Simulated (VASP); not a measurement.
Write the native input for VASP 6.6.1 that does the following.

* Task: density of states
* Functional: PBE
* Potentials or basis: VASP PAW PBE potentials, release 64 (B, N)
* Cutoff: 520 eV
* k mesh: 12 × 12 × 12
* Occupations: gaussian, width 0.02 eV
* Spin: no spin polarisation
* Dipole correction: no
* k mesh for the DOS: 18 × 18 × 18
* Occupations for the DOS: tetrahedron
* Further INCAR settings: ALGO = Normal; EDIFF = 1e-07; NBANDS = 11

Crystal: BN.

```
B N
1.0
     0.00000    1.81234    1.81234
     1.81234    0.00000    1.81234
     1.81234    1.81234    0.00000
B N
1 1
Direct
  0.25000 0.25000 0.25000
  0.50000 0.50000 0.50000
```

The input as run:

POSCAR

```
BN
1.0
    0.0000000000      1.8123409538      1.8123409538
    1.8123409538      0.0000000000      1.8123409538
    1.8123409538      1.8123409538      0.0000000000
B N
1 1
Direct
    0.2500000000      0.2500000000      0.2500000000
    0.5000000000      0.5000000000      0.5000000000
```

INCAR.step1

```
SYSTEM = BN
ALGO     = Normal         ! electronic algorithm
EDIFF    = 1E-7           ! SCF threshold, eV
ENCUT    = 520            ! plane-wave cutoff, eV
GGA      = PE             ! functional
ISIF     = 2              ! what is computed and relaxed
ISMEAR   = 0              ! smearing method
LASPH    = .TRUE.         ! aspherical terms in the spheres
LCHARG   = .TRUE.         ! write CHGCAR
LREAL    = .FALSE.        ! projectors in reciprocal space
LWAVE    = .FALSE.        ! write WAVECAR
NBANDS   = 11             ! bands
NELM     = 60             ! most SCF steps
PREC     = Accurate       ! precision mode
SIGMA    = 0.02           ! smearing width, eV
```

KPOINTS.step1

```
k-points
0
G
  12 12 12
  0 0 0
```

INCAR.step2

```
SYSTEM = BN
ALGO     = Normal         ! electronic algorithm
EDIFF    = 1E-7           ! SCF threshold, eV
ENCUT    = 520            ! plane-wave cutoff, eV
GGA      = PE             ! functional
ICHARG   = 11             ! starting density
ISIF     = 2              ! what is computed and relaxed
ISMEAR   = -5             ! smearing method
LASPH    = .TRUE.         ! aspherical terms in the spheres
LCHARG   = .FALSE.        ! write CHGCAR
LORBIT   = 10             ! projections on sites
LREAL    = .FALSE.        ! projectors in reciprocal space
LWAVE    = .FALSE.        ! write WAVECAR
NBANDS   = 11             ! bands
NEDOS    = 1001           ! points of the DOS
NELM     = 60             ! most SCF steps
PREC     = Accurate       ! precision mode
SIGMA    = 0.02           ! smearing width, eV
```

KPOINTS.step2

```
k-points
0
G
  18 18 18
  0 0 0
```

Potentials or basis: VASP PAW PBE potentials, release 64 (B, N).

Command:

```console
$ cat potpaw_PBE.64/B/POTCAR potpaw_PBE.64/N/POTCAR > POTCAR
$ cp INCAR.step1 INCAR
$ cp KPOINTS.step1 KPOINTS
$ mpirun -np 1 vasp_std > vasp.out
$ cp INCAR.step2 INCAR
$ cp KPOINTS.step2 KPOINTS
$ mpirun -np 1 vasp_std > vasp.out
```

It gave:

```yaml
Valence_electrons_inside_the_program's_atomic_spheres: B 2.02; N 3.97
```

Run time: 9 s on 1 thread of Intel(R) Xeon(R) 6975P-C (Granite Rapids), with other jobs on the host, peak memory 0.13 GiB.
